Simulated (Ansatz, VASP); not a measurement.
# Two plane-wave programs on Yb

Contents of INCAR:

```
SYSTEM = Yb
PREC = Accurate
ENCUT = 520
EDIFF = 1E-7
ISMEAR = -1
SIGMA = 0.05
LREAL = .False.
LASPH = .True.
NELM = 150
ALGO = Normal
ISIF = 2
LWAVE = .False.
LCHARG = .True.
ISPIN = 2
MAGMOM = 1
LORBIT = 11
NUPDOWN = 1.0
LMAXMIX = 6
GGA = PS
LELF = .True.
LVHAR = .True.
NBANDS = 22
```

The input KPOINTS:

```
regular mesh
0
Gamma
  7 7 7
  0 0 0
```

File POSCAR:

```
Yb
1.0
   -2.1514830000      2.1514830000      2.1514830000
    2.1514830000     -2.1514830000      2.1514830000
    2.1514830000      2.1514830000     -2.1514830000
Yb
1
Direct
    0.0000000000      0.0000000000      0.0000000000
```

File input.yaml:

```yaml
crystal:
  lattice:
    - [-2.151483, 2.151483, 2.151483]
    - [2.151483, -2.151483, 2.151483]
    - [2.151483, 2.151483, -2.151483]
  atoms:
    - { symbol: Yb, position: [0.0, 0.0, 0.0], spin: 1.0 }
hamiltonian:
  xc: pbesol
  pseudopotentials: { kind: paw }
magnetization:
  spin_polarized: true
  initial_magnetization: 1.0
  spin_locking: { lock_magnetization: hard }
kpoints:
  mp_grid: { grid: [7, 7, 7] }
scf:
  occupations: { method: fermi_dirac, width: 0.05 }
  lower_state_search: "off"
output:
  forces: true
  stress: true
  eigenvalues: true
```

Alike in both runs: task single point; functional PBEsol; k mesh 7 × 7 × 7; occupations fermi-dirac, width 0.05 eV; collinear spin; fixed moment 1 μB.

```csv
,VASP,Ansatz
version,VASP 6.6.1,Ansatz 0.2.0
potentials or method,"VASP PAW PBE potentials, release 64 (Yb)",Ansatz PAW
plane-wave cutoff (eV),520,420
valence electrons in the cell,24,24
```

Ansatz gave:

| Property | Result |
| --- | --- |
| pressure (GPa) | -2.7 |
| net moment per atom (μB) | 1.00 |
| size of the moment on the site where the two differ most (μB) | 0.58 |

Task: Which values does VASP return?

Result: Pressure (GPa): -3.0; net moment per atom (μB): 1.00; size of the moment on the site where the two differ most (μB): 0.45.

VASP's potentials were made for PBE, not for PBEsol. Site moments also hang on the region over which each program counts them.

Neither program's run includes spin-orbit coupling.
